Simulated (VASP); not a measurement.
# SnSe (CsCl type) (Pm-3m) in VASP: a series of runs

Runs on SnSe (CsCl type). Level: PBE. Tasks: density of states.

All numbers are computed with VASP 6.6.1; they aren't measurements. Logs are shortened: lines on timing, memory, paths and dates and some standing lists are left out, and cuts for length are marked.

**1. The cell of the first run**

It takes space group Pm-3m (No. 221, cubic). The conventional cell has a = 2.711 Å, b = 2.711 Å, c = 2.711 Å, α = 90.00°, β = 90.00°, γ = 90.00°. Within 3.1 Å of Sn (site symmetry m-3m) lie 8 Se at 2.35 Å and 6 Sn at 2.71 Å. Within 3.1 Å of Se (site symmetry m-3m) lie 8 Sn at 2.35 Å and 6 Se at 2.71 Å.

**2. Density of states, PBE (volume scaled by 0.4)**

POSCAR

```
SnSe
1.0
    2.7114811087      0.0000000000      0.0000000000
    0.0000000000      2.7114811087      0.0000000000
    0.0000000000      0.0000000000      2.7114811087
Sn Se
1 1
Direct
    0.0000000000      0.0000000000      0.0000000000
    0.5000000000      0.5000000000      0.5000000000
```

INCAR.step1

```
SYSTEM = SnSe
ALGO = Normal
EDIFF = 1E-6
ENCUT = 520
GGA = PE
ISIF = 2
ISMEAR = -1
LASPH = .True.
LCHARG = .True.
LREAL = .False.
LWAVE = .False.
NBANDS = 17
NELM = 80
PREC = Accurate
SIGMA = 0.1
```

KPOINTS.step1

```
k-points
0
Gamma
  14 14 14
  0 0 0
```

INCAR.step2

```
SYSTEM = SnSe
ALGO = Normal
EDIFF = 1E-6
ENCUT = 520
GGA = PE
ICHARG = 11
ISIF = 2
ISMEAR = -5
LASPH = .True.
LCHARG = .False.
LORBIT = 11
LREAL = .False.
LWAVE = .False.
NEDOS = 2001
NELM = 80
PREC = Accurate
SIGMA = 0.1
```

KPOINTS.step2

```
k-points
0
Gamma
  21 21 21
  0 0 0
```

Potentials or basis: VASP PAW PBE potentials, release 64 (Sn_d, Se).

Command:

```console
cat potpaw_PBE.64/Sn_d/POTCAR potpaw_PBE.64/Se/POTCAR > POTCAR
cp INCAR.step1 INCAR
cp KPOINTS.step1 KPOINTS
mpirun -np 1 vasp_std > vasp.out
cp INCAR.step2 INCAR
cp KPOINTS.step2 KPOINTS
mpirun -np 1 vasp_std > vasp.out
```

OUTCAR:

```text
SYSTEM = SnSe
   EDIFF = 1E-6
   ENCUT = 520
   GGA = PE
   ICHARG = 11
   ISIF = 2
   ISMEAR = -5
   LASPH = .True.
   LORBIT = 11
   LREAL = .False.
   NELM = 80
   PREC = Accurate

 ion  position               nearest neighbor table
   1  0.000  0.000  0.000-   2 2.35   2 2.35   2 2.35   2 2.35   2 2.35   2 2.35   2 2.35   2 2.35

   2  0.500  0.500  0.500-   1 2.35   1 2.35   1 2.35   1 2.35   1 2.35   1 2.35   1 2.35   1 2.35

  LATTYP: Found a simple cubic cell.
 ALAT       =     2.7114811087

  Lattice vectors:

 A1 = (   2.7114811087,   0.0000000000,   0.0000000000)
 A2 = (   0.0000000000,   2.7114811087,   0.0000000000)
 A3 = (   0.0000000000,   0.0000000000,   2.7114811087)

Analysis of symmetry for initial positions (statically):
=====================================================================
 Subroutine PRICEL returns:
 Original cell was already a primitive cell.

 Routine SETGRP: Setting up the symmetry group for a
 simple cubic supercell.

 Subroutine GETGRP returns: Found 48 space group operations
 (whereof 48 operations were pure point group operations)
 out of a pool of 48 trial point group operations.

The static configuration has the point symmetry O_h .

Analysis of symmetry for dynamics (positions and initial velocities):
=====================================================================
 Subroutine PRICEL returns:
 Original cell was already a primitive cell.

 Routine SETGRP: Setting up the symmetry group for a
 simple cubic supercell.

 Subroutine GETGRP returns: Found 48 space group operations
 (whereof 48 operations were pure point group operations)
 out of a pool of 48 trial point group operations.

The dynamic configuration has the point symmetry O_h .

 Subroutine INISYM returns: Found 48 space group operations
 (whereof 48 operations are pure point group operations),
 and found     1 'primitive' translations

----------------------------------------------------------------------------------------

                                     Primitive cell

  volume of cell :      19.9352

  direct lattice vectors                    reciprocal lattice vectors
     2.711481109  0.000000000  0.000000000     0.368802127  0.000000000  0.000000000
     0.000000000  2.711481109  0.000000000     0.000000000  0.368802127  0.000000000
     0.000000000  0.000000000  2.711481109     0.000000000  0.000000000  0.368802127

  length of vectors
     2.711481109  2.711481109  2.711481109     0.368802127  0.368802127  0.368802127

  position of ions in fractional coordinates (direct lattice)
     0.000000000  0.000000000  0.000000000
     0.500000000  0.500000000  0.500000000

  ion indices of the primitive-cell ions
   primitive index   ion index
                 1           1
                 2           2

----------------------------------------------------------------------------------------

 KPOINTS: k-points

Automatic generation of k-mesh.
 Grid dimensions read from file:
 generate k-points for:   21   21   21

 Generating k-lattice:

  Cartesian coordinates                     Fractional coordinates (reciprocal lattice)
     0.017562006  0.000000000  0.000000000     0.047619048  0.000000000  0.000000000
     0.000000000  0.017562006  0.000000000     0.000000000  0.047619048  0.000000000
     0.000000000  0.000000000  0.017562006     0.000000000  0.000000000  0.047619048

  Length of vectors
     0.017562006  0.017562006  0.017562006

  Shift w.r.t. Gamma in fractional coordinates (k-lattice)
     0.000000000  0.000000000  0.000000000

 TETIRR: Found   4601 inequivalent tetrahedra from    55566

 Subroutine IBZKPT returns following result:
 ===========================================

 Found    286 irreducible k-points:

 Following reciprocal coordinates:
            Coordinates               Weight
  0.000000  0.000000  0.000000      1.000000
  0.047619  0.000000  0.000000      6.000000
  0.095238  0.000000  0.000000      6.000000
  0.142857  0.000000  0.000000      6.000000
  0.190476  0.000000  0.000000      6.000000
  0.238095  0.000000  0.000000      6.000000
[... 16 lines left out ...]
  0.142857  0.095238  0.000000     24.000000
  0.190476  0.095238  0.000000     24.000000
 [... further k-points ...]
   k-points           NKPTS =    286   k-points in BZ     NKDIM =    286   number of bands    NBANDS=     14
   number of dos      NEDOS =   2001   number of ions     NIONS =      2
   total plane-waves  NPLWV =   8000
   dimension x,y,z NGX =    20 NGY =   20 NGZ =   20
   dimension x,y,z NGXF=    40 NGYF=   40 NGZF=   40
   ions per type =               1   1
   NGX,Y,Z   is equivalent  to a cutoff of  12.26, 12.26, 12.26 a.u.
   NGXF,Y,Z  is equivalent  to a cutoff of  24.52, 24.52, 24.52 a.u.
 SYSTEM =  SnSe
   PREC   = accura    normal or accurate (medium, high low for compatibility)
   ISTART =      0    job   : 0-new  1-cont  2-samecut
   ICHARG =     11    charge: 1-file 2-atom 10-const
   ISPIN  =      1    spin polarized calculation?
   LNONCOLLINEAR =      F non collinear calculations
   LSORBIT =      F    spin-orbit coupling
   LASPH  =      T    aspherical Exc in radial PAW
   ENCUT  =  520.0 eV  38.22 Ry    6.18 a.u.   5.04  5.04  5.04*2*pi/ulx,y,z
   NELM   =     80;   NELMIN=  2; NELMDL=  0     # of ELM steps
   EDIFF  = 0.1E-05   stopping-criterion for ELM
   LREAL  =      F    real-space projection
   EDIFFG = 0.1E-04   stopping-criterion for IOM
   NSW    =      0    number of steps for IOM
   IBRION =     -1    ionic relax: 0-MD 1-quasi-New 2-CG
   NFREE  =      0    steps in history (QN), initial steepest desc. (CG)
   ISIF   =      2    stress and relaxation
   ISYM   =      2    0-nonsym 1-usesym 2-fastsym
   POTIM  = 0.5000    time-step for ionic-motion
   TEBEG  =    0.0;   TEEND  =   0.0 temperature during run
   PSTRESS=    0.0 pullay stress
   NELECT =      20.0000    total number of electrons
   NUPDOWN=      -1.0000    fix difference up-down
   EMIN   =  10.00;   EMAX   =-10.00  energy-range for DOS
   EFERMI =   0.00;   METHOD = LEGACY
   ISMEAR =    -5;   SIGMA  =   0.10  broadening in eV -4-tet -1-fermi 0-gaus
   EFERMI_NEDOS =   21; number of points for ismear=-14 and -15
   IALGO  =     38    algorithm
   IMIX   =      4    mixing-type and parameters
     AMIX     =   0.40;   BMIX     =  1.00
     AMIX_MAG =   1.60;   BMIX_MAG =  1.00
  volume/ion in A,a.u.               =       9.97        67.26
  Fermi-wavevector in a.u.,A,eV,Ry     =   1.638872  3.097018 36.543887  2.685900
  Thomas-Fermi vector in A             =   2.729772
   LORBIT       =     11    0 simple, 1 ext, 2 COOP (PROOUT), +10 PAW based schemes
   GGA     = PE    functional components
   LHFCALC =     F    Hartree Fock is set to
   AEXX    =    0.0000 exact exchange contribution
   IVDW    =     0    specifies the selected vdW correction
   LEPSILON=     F    determine dielectric tensor
   LRPA    =     F    only Hartree local field effects (RPA)
 non-spin polarized calculation
 Fermi weights with tetrahedron method with Bloechl corrections
  energy-cutoff  :      520.00
  volume of cell :       19.94
 maximum number of plane-waves:       552

 number of electron      20.0000003 magnetization

 Free energy of the ion-electron system (eV)
  ---------------------------------------------------
  ext. energy  EPLUGINS =         0.00000000
  ---------------------------------------------------
  free energy    TOTEN  =         7.19589322 eV

  energy without entropy =        7.19589322  energy(sigma->0) =        7.19589322

 E-fermi :  23.4992     XC(G=0): -15.0729

 val. band max:       23.6697858730   @ k =   0.2857   0.2381   0.2381
 cond. band min:      23.3868292323   @ k =   0.4286   0.4286   0.2381
 fundamental gap:     -0.2829566407
 Fermi energy:        23.4992265443

 k-point     1 :       0.0000    0.0000    0.0000
  band No.  band energies     occupation
      1      -1.9574      2.00000
      2      -1.6264      2.00000
      3      -1.6264      2.00000
      4      -0.4221      2.00000
      5      -0.4221      2.00000
      6      -0.4221      2.00000
      7      17.2814      2.00000
      8      17.2814      2.00000
      9      17.2814      2.00000
     10      22.9816      2.19459
     11      24.7100      0.00000
     12      24.7100      0.00000
     13      37.5492      0.00000
     14      37.5492      0.00000

 k-point     2 :       0.0476    0.0000    0.0000
  band No.  band energies     occupation
      1      -1.9096      2.00000
      2      -1.6238      2.00000
      3      -1.6083      2.00000
      4      -0.4345      2.00000
      5      -0.4345      2.00000
      6      -0.4214      2.00000
      7      16.8009      2.00000
      8      17.3461      2.00000
      9      17.3461      2.00000
     10      23.2101      1.99316
     11      24.7145      0.00000
     12      25.0547      0.00000
     13      37.2652      0.00000
     14      37.2711      0.00000
[... 343 lines left out ...]
      1      -1.5753      2.00000
      2      -1.4777      2.00000
      3      -1.3410      2.00000
      4      -0.5243      2.00000
      5      -0.5106      2.00000
      6      -0.4568      2.00000
      7      14.5163      2.00000
      8      16.2016      2.00000
      9      18.0941      2.00000
     10      24.2737      0.00000
     11      26.2310      0.00000
     12      27.8247      0.00000
     13      32.2281      0.00000
     14      34.7378      0.00000

 k-point    24 :       0.1905    0.0952    0.0000
  band No.  band energies     occupation
      1      -1.5469      2.00000
      2      -1.4066      2.00000
      3      -1.1064      2.00000
      4      -0.5907      2.00000
      5      -0.4595      2.00000
      6      -0.4522      2.00000
      7      13.0768      2.00000
      8      16.5858      2.00000
      9      18.5108      2.00000
     10      24.4211      0.00000
     11      26.3604      0.00000
     12      29.6030      0.00000
     13      30.8503      0.00000
     14      33.2616      0.00000

 [... further k-points ...]

------------------------ aborting loop because EDIFF is reached ----------------------------------------

  FORCE on cell =-STRESS in cart. coord.  units (eV):
  Direction    XX          YY          ZZ          XY          YZ          ZX
  --------------------------------------------------------------------------------------
  -------------------------------------------------------------------------------------
  Total       47.6196275     47.6196275     47.6196275     -0.0000000      0.0000000     -0.0000000
  in kB     3827.1618385   3827.1618385   3827.1618385     -0.0000000      0.0000000     -0.0000000
  external PRESSURE =    3827.1618385 kB  Pullay stress =       0.0000000 kB

 VOLUME and BASIS-vectors are now :
 -----------------------------------------------------------------------------
  energy-cutoff  :      520.00
  volume of cell :       19.94
      direct lattice vectors                 reciprocal lattice vectors
     2.711481109  0.000000000  0.000000000     0.368802127  0.000000000  0.000000000
     0.000000000  2.711481109  0.000000000     0.000000000  0.368802127  0.000000000
     0.000000000  0.000000000  2.711481109     0.000000000  0.000000000  0.368802127

 POSITION                                       TOTAL-FORCE (eV/Angst)
 -----------------------------------------------------------------------------------
      0.00000      0.00000      0.00000         0.000000      0.000000      0.000000
      1.35574      1.35574      1.35574         0.000000      0.000000      0.000000
 -----------------------------------------------------------------------------------
    total drift:                                0.000000      0.000000      0.000000

  FREE ENERGIE OF THE ION-ELECTRON SYSTEM (eV)
  ---------------------------------------------------
  free  energy   TOTEN  =         7.1958932191 eV

  energy  without entropy=        7.1958932191  energy(sigma->0) =        7.19589322

 total charge

# of ion       s       p       d       tot
------------------------------------------
    1        1.335   1.918  10.709  13.962
    2        1.528   2.884   0.437   4.850
--------------------------------------------------
tot          2.863   4.802  11.146  18.812
```

Run time: 53 s. Hardware: 1 thread of Intel Xeon Platinum 8259CL at 2.50GHz (Skylake/Cascade Lake), shared host; peak memory 0.2 GiB.

What came out:

```
Valence electrons inside the program's atomic spheres : Sn 13.96; Se 4.85
```

Caveat: the cell differs from its parent crystal (volume scaled by 0.4); spin-orbit coupling is left out, which moves the levels of the heavy elements; tetrahedron occupations give inexact forces and stress in metals.

**3. Density of states, PBE**

This run uses another cell than the first one, of 24.92 Å³/atom, 2.500 times its volume.

POSCAR

```
SnSe
1.0
    3.6800460442      0.0000000000      0.0000000000
    0.0000000000      3.6800460442      0.0000000000
    0.0000000000      0.0000000000      3.6800460442
Sn Se
1 1
Direct
    0.0000000000      0.0000000000      0.0000000000
    0.5000000000      0.5000000000      0.5000000000
```

INCAR.step1

```
PREC = Accurate
ENCUT = 520
EDIFF = 1E-6
ISMEAR = -1
SIGMA = 0.1
LREAL = False
LASPH = True
NELM = 60
ALGO = Normal
ISIF = 2
LWAVE = False
LCHARG = True
GGA = PE
NBANDS = 17
```

KPOINTS.step1

```
Automatic mesh
0
Gamma
  14 14 14
```

INCAR.step2

```
PREC = Accurate
ENCUT = 520
EDIFF = 1E-6
ISMEAR = -5
SIGMA = 0.1
LREAL = False
LASPH = True
NELM = 60
ALGO = Normal
ISIF = 2
LWAVE = False
LCHARG = False
GGA = PE
LORBIT = 11
NBANDS = 17
NEDOS = 2001
ICHARG = 11
```

KPOINTS.step2

```
Automatic mesh
0
Gamma
  21 21 21
```

Potentials or basis: VASP PAW PBE potentials, release 64 (Sn_d, Se).

Command:

```console
cat potpaw_PBE.64/Sn_d/POTCAR potpaw_PBE.64/Se/POTCAR > POTCAR
cp INCAR.step1 INCAR
cp KPOINTS.step1 KPOINTS
mpirun -np 1 vasp_std > vasp.out
cp INCAR.step2 INCAR
cp KPOINTS.step2 KPOINTS
mpirun -np 1 vasp_std > vasp.out
```

OUTCAR:

```text
PREC = Accurate
   ENCUT = 520
   EDIFF = 1E-6
   ISMEAR = -5
   LREAL = False
   LASPH = True
   NELM = 60
   ISIF = 2
   GGA = PE
   LORBIT = 11
   ICHARG = 11

 ion  position               nearest neighbor table
   1  0.000  0.000  0.000-   2 3.19   2 3.19   2 3.19   2 3.19   2 3.19   2 3.19   2 3.19   2 3.19

   2  0.500  0.500  0.500-   1 3.19   1 3.19   1 3.19   1 3.19   1 3.19   1 3.19   1 3.19   1 3.19

[... 679 lines left out ...]
  -------------------------------------------------------------------------------------
  Total        0.0316249      0.0316249      0.0316249      0.0000000      0.0000000     -0.0000000
  in kB        1.0166713      1.0166713      1.0166713      0.0000000      0.0000000     -0.0000000
  external PRESSURE =       1.0166713 kB  Pullay stress =       0.0000000 kB

 VOLUME and BASIS-vectors are now :
 -----------------------------------------------------------------------------
  energy-cutoff  :      520.00
  volume of cell :       49.84
      direct lattice vectors                 reciprocal lattice vectors
     3.680046044  0.000000000  0.000000000     0.271735730  0.000000000  0.000000000
     0.000000000  3.680046044  0.000000000     0.000000000  0.271735730  0.000000000
     0.000000000  0.000000000  3.680046044     0.000000000  0.000000000  0.271735730

 POSITION                                       TOTAL-FORCE (eV/Angst)
 -----------------------------------------------------------------------------------
      0.00000      0.00000      0.00000         0.000000      0.000000      0.000000
      1.84002      1.84002      1.84002         0.000000      0.000000      0.000000
 -----------------------------------------------------------------------------------
    total drift:                               -0.000000      0.000000     -0.000000

  FREE ENERGIE OF THE ION-ELECTRON SYSTEM (eV)
  ---------------------------------------------------
  free  energy   TOTEN  =        -7.7135276957 eV

  energy  without entropy=       -7.7135276957  energy(sigma->0) =       -7.71352770

 total charge

# of ion       s       p       d       tot
------------------------------------------
    1        1.383   0.627   9.981  11.991
    2        1.489   2.258   0.024   3.772
--------------------------------------------------
tot          2.872   2.885  10.005  15.763
```

OSZICAR.step1:

```text
N       E                     dE             d eps       ncg     rms          rms(c)
DAV:   1     0.132293048804E+03    0.13229E+03   -0.97991E+03  4176   0.150E+03
DAV:   2     0.425540664576E+01   -0.12804E+03   -0.12395E+03  4426   0.353E+02
DAV:   3    -0.770293170685E+01   -0.11958E+02   -0.11788E+02  5031   0.920E+01
DAV:   4    -0.799419058086E+01   -0.29126E+00   -0.29098E+00  4825   0.150E+01
DAV:   5    -0.800184577185E+01   -0.76552E-02   -0.76547E-02  5575   0.244E+00    0.296E+00
DAV:   6    -0.773295877992E+01    0.26889E+00   -0.64546E-01  5794   0.490E+00    0.167E+00
DAV:   7    -0.773046853861E+01    0.24902E-02   -0.62547E-02  4537   0.122E+00    0.931E-01
DAV:   8    -0.772935020467E+01    0.11183E-02   -0.78373E-03  4655   0.720E-01    0.123E-01
DAV:   9    -0.772905626831E+01    0.29394E-03   -0.13910E-03  5394   0.257E-01    0.485E-02
DAV:  10    -0.772908584544E+01   -0.29577E-04   -0.11713E-04  4476   0.700E-02    0.106E-02
DAV:  11    -0.772908640555E+01   -0.56011E-06   -0.81646E-06  5389   0.178E-02
   1 F= -.77290864E+01 E0= -.77131691E+01  d E =-.318346E-01
```

Run time: 66 s. Hardware: 1 thread of Intel Xeon 6975P-C (Granite Rapids), shared host; peak memory 0.34 GiB.

Results:

```yaml
Valence_electrons_inside_the_program's_atomic_spheres: Sn 11.99; Se 3.77
```

Caveat: spin-orbit coupling is left out, which moves the levels of the heavy elements; tetrahedron occupations give inexact forces and stress in metals.
